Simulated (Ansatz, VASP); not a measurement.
# Al2Cu in VASP and in Ansatz

INCAR

```
  ALGO = Normal
  EDIFF = 1E-6
  ENCUT = 600
  GGA = PE
  GGA_COMPAT = False
  ISIF = 2
  ISMEAR = -1
  ISPIN = 2
  LASPH = True
  LCHARG = True
  LELF = True
  LMAXMIX = 4
  LORBIT = 11
  LREAL = False
  LVHAR = True
  LWAVE = False
  MAGMOM = 0 0 0
  NBANDS = 20
  NELM = 200
  PREC = Accurate
  SIGMA = 0.008617333262145177
```

Contents of KPOINTS:

```
k-points
0
Gamma
  2 2 2
```

File POSCAR:

```
Al2Cu
1.0
    4.1051820000      0.0000000000      0.0000000000
    0.0000000000      4.1051820000      0.0000000000
    0.0000000000      0.0000000000      2.8913130000
Al Cu
2 1
Direct
    0.5000000000      0.0000000000      0.5000000000
    0.0000000000      0.5000000000      0.5000000000
    0.0000000000      0.0000000000      0.0000000000
```

Input for Ansatz:

```yaml
crystal:
  lattice:
    - [4.105182, 0.0, 0.0]
    - [0.0, 4.105182, 0.0]
    - [0.0, 0.0, 2.891313]
  atoms:
    - { symbol: Al, position: [0.5, 0.0, 0.5] }
    - { symbol: Al, position: [0.0, 0.5, 0.5] }
    - { symbol: Cu, position: [0.0, 0.0, 0.0] }
basis:
  ecutwfc: 420
kpoints:
  mp_grid: { grid: [2, 2, 2] }
hamiltonian:
  xc: pbe
scf:
  occupations: { method: fermi_dirac, width: "100 K" }
output:
  forces: true
  stress: true
  eigenvalues: true
accuracy: low
magnetization:
  spin_polarized: true
```

Alike in both runs: task single point; functional PBE; k mesh 2 × 2 × 2; collinear spin.

```csv
,VASP,Ansatz
version,VASP 6.6.1,Ansatz 0.2.0
potentials or method,"VASP PAW PBE potentials, release 64 (Al, Cu), cutoff 600 eV","scalar-relativistic, plane waves, PAW"
occupations,"fermi-dirac, width 0.00861733 eV",fermi-dirac
valence electrons in the cell,17,25
```

Ansatz gave:

* pressure (GPa): -2.4
* traceless stress, the component that is largest in VASP (GPa): 13.59
* net moment per atom (μB): 0.00

Q: Estimate VASP's values.

A: Pressure (GPa): -2.2; traceless stress, the component that is largest in VASP (GPa): 13.52; net moment per atom (μB): 0.00.

VASP's potentials hold 17 valence electrons a cell and Ansatz's 25, so a difference there can come from the potentials and not from the codes. Ansatz's warnings: no starting moments.

The k mesh is coarse, so the values compare programs but aren't converged.
